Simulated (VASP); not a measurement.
# BN (P6_3mc) in VASP: settings compared

The runs below take BN through single point, with PBEsol, PBE-based screened hybrid with 15 % exact exchange.

Program: VASP 6.6.1. These are calculated values, not measurements. Logs are shortened: lines on timing, memory, paths and dates and some standing lists are left out, and cuts for length are marked.

## (1) The cell of the first run

It takes space group P6_3mc (No. 186, hexagonal). The conventional cell has a = 2.554 Å, b = 2.554 Å, c = 4.142 Å, α = 90.00°, β = 90.00°, γ = 120.00°. N (site symmetry 3m) has 4 B at 1.55 to 1.56 Å within 2.1 Å. Within 2.1 Å of B (site symmetry 3m) lie 4 N at 1.55 to 1.56 Å.

## (2) Single point, PBEsol

INCAR

```
SYSTEM = BN
PREC = Accurate ; ENCUT = 600
EDIFF = 1E-6 ; ISMEAR = -1
SIGMA = 0.05 ; LREAL = .FALSE.
LASPH = .TRUE. ; NELM = 120
ALGO = Normal ; ISIF = 2
LWAVE = .FALSE. ; LCHARG = .FALSE.
GGA = PS ; NBANDS = 16
GGA_COMPAT = .FALSE.
```

KPOINTS

```
regular mesh
0
G
  10 10 6
  0 0 0
```

POSCAR

```
BN
1.0
    2.5539396017      0.0000000000      0.0000000000
   -1.2769698009      2.2117765748      0.0000000000
    0.0000000000      0.0000000000      4.1423179000
N B
2 2
Direct
    0.3333333333      0.6666666667      0.1252760000
    0.6666666667      0.3333333333      0.6252760000
    0.3333333333      0.6666666667      0.4997240000
    0.6666666667      0.3333333333      0.9997240000
```

Potentials or basis: VASP PAW PBE potentials, release 64 (N, B).

Launch:

```console
$ cat potpaw_PBE.64/N/POTCAR potpaw_PBE.64/B/POTCAR > POTCAR
$ mpirun -np 1 vasp_std > vasp.out
```

OUTCAR:

```text
SYSTEM = BN
   PREC = Accurate
   ENCUT = 600
   EDIFF = 1E-6
   ISMEAR = -1
   LREAL = .FALSE.
   LASPH = .TRUE.
   NELM = 120
   ISIF = 2
   GGA = PS

 ion  position               nearest neighbor table
   1  0.333  0.667  0.125-   3 1.55   4 1.56   4 1.56   4 1.56
   2  0.667  0.333  0.625-   4 1.55   3 1.56   3 1.56   3 1.56
   3  0.333  0.667  0.500-   1 1.55   2 1.56   2 1.56   2 1.56
   4  0.667  0.333  1.000-   2 1.55   1 1.56   1 1.56   1 1.56

  LATTYP: Found a hexagonal cell.
 ALAT       =     2.5539396017
 C/A-ratio  =     1.6219326006

  Lattice vectors:

 A1 = (   2.5539396017,   0.0000000000,   0.0000000000)
 A2 = (  -1.2769698009,   2.2117765748,   0.0000000000)
 A3 = (   0.0000000000,   0.0000000000,   4.1423179000)

Analysis of symmetry for initial positions (statically):
=====================================================================
 Subroutine PRICEL returns:
 Original cell was already a primitive cell.

 Routine SETGRP: Setting up the symmetry group for a
 hexagonal supercell.

 Subroutine GETGRP returns: Found 12 space group operations
 (whereof  6 operations were pure point group operations)
 out of a pool of 24 trial point group operations.

The static configuration has the point symmetry C_3v.
 The point group associated with its full space group is C_6v.

Analysis of symmetry for dynamics (positions and initial velocities):
=====================================================================
 Subroutine PRICEL returns:
 Original cell was already a primitive cell.

 Routine SETGRP: Setting up the symmetry group for a
 hexagonal supercell.

 Subroutine GETGRP returns: Found 12 space group operations
 (whereof  6 operations were pure point group operations)
 out of a pool of 24 trial point group operations.

The dynamic configuration has the point symmetry C_3v.
 The point group associated with its full space group is C_6v.

 Subroutine INISYM returns: Found 12 space group operations
 (whereof  6 operations are pure point group operations),
 and found     1 'primitive' translations

----------------------------------------------------------------------------------------

                                     Primitive cell

  volume of cell :      23.3989

  direct lattice vectors                    reciprocal lattice vectors
     2.553939602  0.000000000  0.000000000     0.391551938  0.226062617  0.000000000
    -1.276969801  2.211776575  0.000000000     0.000000000  0.452125233  0.000000000
     0.000000000  0.000000000  4.142317900     0.000000000  0.000000000  0.241410733

  length of vectors
     2.553939602  2.553939602  4.142317900     0.452125233  0.452125233  0.241410733

  position of ions in fractional coordinates (direct lattice)
     0.333333333  0.666666667  0.125276000
     0.666666667  0.333333333  0.625276000
     0.333333333  0.666666667  0.499724000
     0.666666667  0.333333333  0.999724000

  ion indices of the primitive-cell ions
   primitive index   ion index
                 1           1
                 2           2
                 3           3
                 4           4

----------------------------------------------------------------------------------------

 KPOINTS: regular mesh

Automatic generation of k-mesh.
 Grid dimensions read from file:
 generate k-points for:   10   10    6

 Generating k-lattice:

  Cartesian coordinates                     Fractional coordinates (reciprocal lattice)
     0.039155194  0.022606262  0.000000000     0.100000000 -0.000000000  0.000000000
     0.000000000  0.045212523  0.000000000     0.000000000  0.100000000  0.000000000
     0.000000000  0.000000000  0.040235122     0.000000000  0.000000000  0.166666667

  Length of vectors
     0.045212523  0.045212523  0.040235122

  Shift w.r.t. Gamma in fractional coordinates (k-lattice)
     0.000000000  0.000000000  0.000000000

 Subroutine IBZKPT returns following result:
 ===========================================

 Found     56 irreducible k-points:

 Following reciprocal coordinates:
            Coordinates               Weight
  0.000000  0.000000  0.000000      1.000000
  0.100000  0.000000  0.000000      6.000000
  0.200000  0.000000  0.000000      6.000000
  0.300000  0.000000  0.000000      6.000000
  0.400000  0.000000  0.000000      6.000000
  0.500000  0.000000  0.000000      3.000000
[... 16 lines left out ...]
  0.300000  0.100000  0.166667     24.000000
  0.400000  0.100000  0.166667     24.000000
 [... further k-points ...]
   k-points           NKPTS =     56   k-points in BZ     NKDIM =     56   number of bands    NBANDS=     16
   number of dos      NEDOS =    301   number of ions     NIONS =      4
   total plane-waves  NPLWV =  14400
   dimension x,y,z NGX =    20 NGY =   20 NGZ =   36
   dimension x,y,z NGXF=    40 NGYF=   40 NGZF=   72
   ions per type =               2   2
   NGX,Y,Z   is equivalent  to a cutoff of  13.02, 13.02, 14.45 a.u.
   NGXF,Y,Z  is equivalent  to a cutoff of  26.04, 26.04, 28.90 a.u.
 SYSTEM =  BN
   PREC   = accura    normal or accurate (medium, high low for compatibility)
   ISTART =      0    job   : 0-new  1-cont  2-samecut
   ICHARG =      2    charge: 1-file 2-atom 10-const
   ISPIN  =      1    spin polarized calculation?
   LNONCOLLINEAR =      F non collinear calculations
   LSORBIT =      F    spin-orbit coupling
   LASPH  =      T    aspherical Exc in radial PAW
   ENCUT  =  600.0 eV  44.10 Ry    6.64 a.u.   5.10  5.10  8.27*2*pi/ulx,y,z
   NELM   =    120;   NELMIN=  2; NELMDL= -5     # of ELM steps
   EDIFF  = 0.1E-05   stopping-criterion for ELM
   LREAL  =      F    real-space projection
   EDIFFG = 0.1E-04   stopping-criterion for IOM
   NSW    =      0    number of steps for IOM
   IBRION =     -1    ionic relax: 0-MD 1-quasi-New 2-CG
   NFREE  =      0    steps in history (QN), initial steepest desc. (CG)
   ISIF   =      2    stress and relaxation
   ISYM   =      2    0-nonsym 1-usesym 2-fastsym
   POTIM  = 0.5000    time-step for ionic-motion
   TEBEG  =    0.0;   TEEND  =   0.0 temperature during run
   PSTRESS=    0.0 pullay stress
   NELECT =      16.0000    total number of electrons
   NUPDOWN=      -1.0000    fix difference up-down
   EMIN   =  10.00;   EMAX   =-10.00  energy-range for DOS
   EFERMI =   0.00;   METHOD = LEGACY
   ISMEAR =    -1;   SIGMA  =   0.05  broadening in eV -4-tet -1-fermi 0-gaus
   EFERMI_NEDOS =   21; number of points for ismear=-14 and -15
   IALGO  =     38    algorithm
   IMIX   =      4    mixing-type and parameters
     AMIX     =   0.40;   BMIX     =  1.00
     AMIX_MAG =   1.60;   BMIX_MAG =  1.00
  volume/ion in A,a.u.               =       5.85        39.48
  Fermi-wavevector in a.u.,A,eV,Ry     =   1.442280  2.725515 28.302471  2.080173
  Thomas-Fermi vector in A             =   2.560818
   LORBIT       =      0    0 simple, 1 ext, 2 COOP (PROOUT), +10 PAW based schemes
   GGA     = PS    functional components
   LHFCALC =     F    Hartree Fock is set to
   AEXX    =    0.0000 exact exchange contribution
   IVDW    =     0    specifies the selected vdW correction
   LEPSILON=     F    determine dielectric tensor
   LRPA    =     F    only Hartree local field effects (RPA)
 non-spin polarized calculation
  energy-cutoff  :      600.00
  volume of cell :       23.40
 maximum number of plane-waves:       794
   NGX = 11   NGY = 11   NGZ = 17

 number of electron      16.0000004 magnetization

 Free energy of the ion-electron system (eV)
  ---------------------------------------------------
  ext. energy  EPLUGINS =         0.00000000
  ---------------------------------------------------
  free energy    TOTEN  =       -36.61329873 eV

  energy without entropy =      -36.61329873  energy(sigma->0) =      -36.61329873

 E-fermi :   8.5877     XC(G=0): -13.0523

 val. band max:        7.6316773417   @ k =   0.0000   0.0000   0.0000
 cond. band min:      12.8342124473   @ k =   0.3000   0.3000   0.0000
 fundamental gap:      5.2025351056
 Fermi energy:         8.5876902998

 k-point     1 :       0.0000    0.0000    0.0000
  band No.  band energies     occupation
      1     -12.9021      2.00000
      2      -8.4767      2.00000
      3      -3.4166      2.00000
      4       5.3232      2.00000
      5       5.3232      2.00000
      6       7.4040      2.00000
[... 8 lines left out ...]
     15      19.5449      0.00000
     16      24.0689      0.00000

 k-point     2 :       0.1000    0.0000    0.0000
  band No.  band energies     occupation
      1     -12.6850      2.00000
      2      -8.3137      2.00000
      3      -3.2032      2.00000
      4       4.3519      2.00000
      5       4.9237      2.00000
      6       6.8239      2.00000
[... 8 lines left out ...]
     15      20.1734      0.00000
     16      23.6942      0.00000

 k-point     3 :       0.2000    0.0000    0.0000
  band No.  band energies     occupation
      1     -12.0436      2.00000
      2      -7.8623      2.00000
      3      -2.5751      2.00000
      4       2.1892      2.00000
      5       4.0659      2.00000
      6       4.9805      2.00000
[... 8 lines left out ...]
     15      21.7252      0.00000
     16      22.7793      0.00000

 k-point     4 :       0.3000    0.0000    0.0000
  band No.  band energies     occupation
      1     -11.0164      2.00000
      2      -7.2875      2.00000
      3      -1.5855      2.00000
      4      -0.0811      2.00000
      5       2.8456      2.00000
      6       3.2244      2.00000
[... 8 lines left out ...]
     15      23.5523      0.00000
     16      23.7134      0.00000
[... 324 lines left out ...]
 k-point    22 :       0.2000    0.1000    0.1667
  band No.  band energies     occupation
      1     -11.2551      2.00000
      2      -7.9805      2.00000
      3      -1.3207      2.00000
      4       1.2870      2.00000
      5       2.6400      2.00000
      6       3.7978      2.00000
[... 8 lines left out ...]
     15      22.5637      0.00000
     16      23.3304      0.00000

 k-point    23 :       0.3000    0.1000    0.1667
  band No.  band energies     occupation
      1     -10.0931      2.00000
      2      -7.3552      2.00000
      3      -1.3990      2.00000
      4       0.3093      2.00000
      5       1.2138      2.00000
      6       2.5335      2.00000
[... 8 lines left out ...]
     15      23.5663      0.00000
     16      24.1029      0.00000

 k-point    24 :       0.4000    0.1000    0.1667
  band No.  band energies     occupation
      1      -8.8506      2.00000
      2      -7.2945      2.00000
      3      -2.1522      2.00000
      4      -0.3702      2.00000
      5       1.1778      2.00000
      6       2.1222      2.00000
[... 8 lines left out ...]
     15      24.4584      0.00000
     16      24.8570      0.00000

 [... further k-points ...]

------------------------ aborting loop because EDIFF is reached ----------------------------------------

  FORCE on cell =-STRESS in cart. coord.  units (eV):
  Direction    XX          YY          ZZ          XY          YZ          ZX
  --------------------------------------------------------------------------------------
  -------------------------------------------------------------------------------------
  Total       -0.6242265     -0.6242265      2.2823347      0.0000000     -0.0000000      0.0000000
  in kB      -42.7422631    -42.7422631    156.2768376      0.0000000     -0.0000000      0.0000000
  external PRESSURE =      23.5974371 kB  Pullay stress =       0.0000000 kB

 VOLUME and BASIS-vectors are now :
 -----------------------------------------------------------------------------
  energy-cutoff  :      600.00
  volume of cell :       23.40
      direct lattice vectors                 reciprocal lattice vectors
     2.553939602  0.000000000  0.000000000     0.391551938  0.226062617  0.000000000
    -1.276969801  2.211776575  0.000000000     0.000000000  0.452125233  0.000000000
     0.000000000  0.000000000  4.142317900     0.000000000  0.000000000  0.241410733

 POSITION                                       TOTAL-FORCE (eV/Angst)
 -----------------------------------------------------------------------------------
     -0.00000      1.47452      0.51893        -0.000000     -0.000000     -0.059192
      1.27697      0.73726      2.59009         0.000000      0.000000     -0.059192
     -0.00000      1.47452      2.07002        -0.000000      0.000000      0.059192
      1.27697      0.73726      4.14117         0.000000     -0.000000      0.059192
 -----------------------------------------------------------------------------------
    total drift:                               -0.000000      0.000000     -0.000068

  FREE ENERGIE OF THE ION-ELECTRON SYSTEM (eV)
  ---------------------------------------------------
  free  energy   TOTEN  =       -36.6132987311 eV

  energy  without entropy=      -36.6132987311  energy(sigma->0) =      -36.61329873
```

Run time: 22 s. Hardware: 1 thread of Intel Xeon Platinum 8488C (Sapphire Rapids), shared host; peak memory 0.14 GiB.

Results:

```yaml
Free_energy: -36.6133 eV
Pressure: 2.4 GPa
Largest_force: 0.059 eV/Å
Band_gap_on_the_k_mesh: 5.20 eV (least direct gap 8.11 eV)
```

Forces on the atoms (eV/Å):
```
N    0.000  0.000 -0.059
N    0.000  0.000 -0.059
B    0.000  0.000  0.059
B    0.000  0.000  0.059
```

Caveat: the stress differs along the axes, from -4 to 16 GPa; the PAW data sets were made with another functional, which shifts forces and pressure a little.

## (3) Single point, PBEsol

This run uses another cell than the first one, of 5.91 Å³/atom.

INCAR

```
SYSTEM = BN
PREC = Accurate
ENCUT = 600
EDIFF = 1E-6
ISMEAR = -1
SIGMA = 0.05
LREAL = .False.
LASPH = .True.
NELM = 120
ALGO = Normal
ISIF = 2
LWAVE = .False.
LCHARG = .False.
GGA = PS
NBANDS = 16
GGA_COMPAT = .False.
```

KPOINTS

```
Automatic mesh
0
Gamma
  10 10 6
  0 0 0
```

POSCAR, as its differences from that of step 2:

```diff
@@ -4,3 +4,3 @@
    -1.2769698009      2.2117765748      0.0000000000
-    0.0000000000      0.0000000000      4.1423179000
+    0.0000000000      0.0000000000      4.1845864500
 N B
```

Potentials or basis: VASP PAW PBE potentials, release 64 (N, B).

Launch:

```console
$ cat potpaw_PBE.64/N/POTCAR potpaw_PBE.64/B/POTCAR > POTCAR
$ mpirun -np 1 vasp_std > vasp.out
```

It took 20 s on 1 thread of Intel Xeon Platinum 8488C (Sapphire Rapids), shared host; peak memory 0.15 GiB.

Results (log left out):

* Free energy: -36.6289 eV
* Pressure: -1.8 GPa
* Largest force: 0.024 eV/Å
* Band gap on the k mesh: 5.18 eV (least direct gap 8.14 eV)

Forces on the atoms (eV/Å):
```
N    0.000  0.000 -0.024
N    0.000  0.000 -0.024
B    0.000  0.000  0.024
B    0.000  0.000  0.024
```

Stress tensor (GPa, compression positive):
```
-4.87  0.00  0.00
 0.00 -4.87  0.00
 0.00  0.00  4.39
```

Levels at points of the mesh, in eV from the valence-band top:
```csv
k point,band 6,band 7,band 8,band 9,band 10,band 11
"(0.00, 0.00, 0.00)",-0.25,0.00,0.00,8.22,8.22,8.85
"(0.50, 0.00, 0.00)",-5.07,-4.50,-2.08,6.46,7.87,10.45
"(0.00, 0.00, 0.50)",-1.23,-1.23,-1.23,9.30,9.30,9.80
"(0.50, 0.00, 0.50)",-3.81,-3.55,-3.55,6.47,6.47,9.99
```

Caveat: the stress differs along the axes, from -5 to 4 GPa; the PAW data sets were made with another functional, which shifts forces and pressure a little.

## (4) Single point, PBE-based screened hybrid with 15 % exact exchange

This run uses another cell than the first one, of 5.97 Å³/atom.

POSCAR, as its differences from that of step 3:

```diff
@@ -4,3 +4,3 @@
    -1.2769698009      2.2117765748      0.0000000000
-    0.0000000000      0.0000000000      4.1845864500
+    0.0000000000      0.0000000000      4.2268550000
 N B
```

INCAR.step1

```
  PREC = Accurate
  ENCUT = 520
  EDIFF = 1E-5
  ISMEAR = -1
  SIGMA = 0.05
  LREAL = False
  LASPH = True
  NELM = 80
  ALGO = Normal
  ISIF = 2
  LWAVE = True
  LCHARG = False
  NBANDS = 16
  GGA = PE
```

INCAR.step2

```
  PREC = Accurate
  ENCUT = 520
  EDIFF = 1E-7
  ISMEAR = -1
  SIGMA = 0.05
  LREAL = False
  LASPH = True
  NELM = 80
  ALGO = Normal
  ISIF = 2
  LWAVE = False
  LCHARG = False
  GGA = PE
  LHFCALC = True
  AEXX = 0.15
  HFSCREEN = 0.2078699
  PRECFOCK = Normal
  NBANDS = 16
  ISTART = 1
```

KPOINTS

```
regular mesh
0
Gamma
  7 7 4
```

Launch:

```console
$ cat potpaw_PBE.64/N/POTCAR potpaw_PBE.64/B/POTCAR > POTCAR
$ cp INCAR.step1 INCAR
$ mpirun -np 1 vasp_std > vasp.out
$ cp INCAR.step2 INCAR
$ mpirun -np 1 vasp_std > vasp.out
```

Wall time 25 min (1 thread of AMD EPYC 7R43 (Zen 3), shared host); peak memory 0.21 GiB.

It converged, with:

```
Free energy            : -38.2611 eV
Pressure               : -5.2 GPa
Largest force          : 0.027 eV/Å
Band gap on the k mesh : 6.38 eV (least direct gap 9.21 eV)
```

Forces in eV/Å, atoms in the order of the input:
```
N    0.000  0.000 -0.027
N    0.000  0.000 -0.027
B    0.000  0.000  0.027
B    0.000  0.000  0.027
```

Stress tensor (GPa, compression positive):
```
-4.83  0.00  0.00
 0.00 -4.83  0.00
 0.00  0.00 -5.91
```

Levels at points of the mesh, in eV from the valence-band top:
| k point | band 4 | band 5 | band 6 | band 7 | band 8 | band 9 | band 10 | band 11 | band 12 | band 13 |
| --- | --- | --- | --- | --- | --- | --- | --- | --- | --- | --- |
| (0.00, 0.00, 0.00) | -2.20 | -2.20 | -0.27 | 0.00 | 0.00 | 9.35 | 9.35 | 9.55 | 10.42 | 11.70 |
| (0.00, 0.00, 0.50) | -5.98 | -1.22 | -1.22 | -1.22 | -1.22 | 10.42 | 10.42 | 10.94 | 10.94 | 10.94 |

Caveat: the cell stands under tension; the PAW data sets were made with another functional, which shifts forces and pressure a little. A k mesh can miss the band edges.

## (5) Overview

| level | cell | k mesh | cutoff (eV) | grid for exact exchange (PRECFOCK) | share of exact exchange | screening parameter | gap on the mesh (eV) | pressure (GPa) | largest force (eV/Å) |
| --- | --- | --- | --- | --- | --- | --- | --- | --- | --- |
| PBEsol | a = 2.554, b = 2.554, c = 4.142 Å, angles 90.0, 90.0, 120.0°, 4 atoms | 10 × 10 × 6 | 600 | - | - | - | 5.20 | 2.4 | 0.06 |
| PBEsol | a = 2.554, b = 2.554, c = 4.185 Å, angles 90.0, 90.0, 120.0°, 4 atoms | 10 × 10 × 6 | 600 | - | - | - | 5.18 | -1.8 | 0.02 |
| PBE-based screened hybrid with 15 % exact exchange | a = 2.554, b = 2.554, c = 4.227 Å, angles 90.0, 90.0, 120.0°, 4 atoms | 7 × 7 × 4 | 520 | Normal | 0.15 | 0.20787 1/Å | 6.38 | -5.2 | 0.03 |

Alike in all rows: task single point; potentials or basis VASP PAW PBE potentials, release 64 (N, B); no spin polarisation; smearing fermi-dirac 0.05 eV.

Caveats: the PAW data sets were made with another functional, which shifts forces and pressure a little; the stress differs along the axes, from -4 to 16 GPa (at least some runs); the stress differs along the axes, from -5 to 4 GPa (at least some runs); the cell stands under tension (at least some runs).

Total energies depend on the potentials used, so only differences within one code and one set of settings carry meaning.
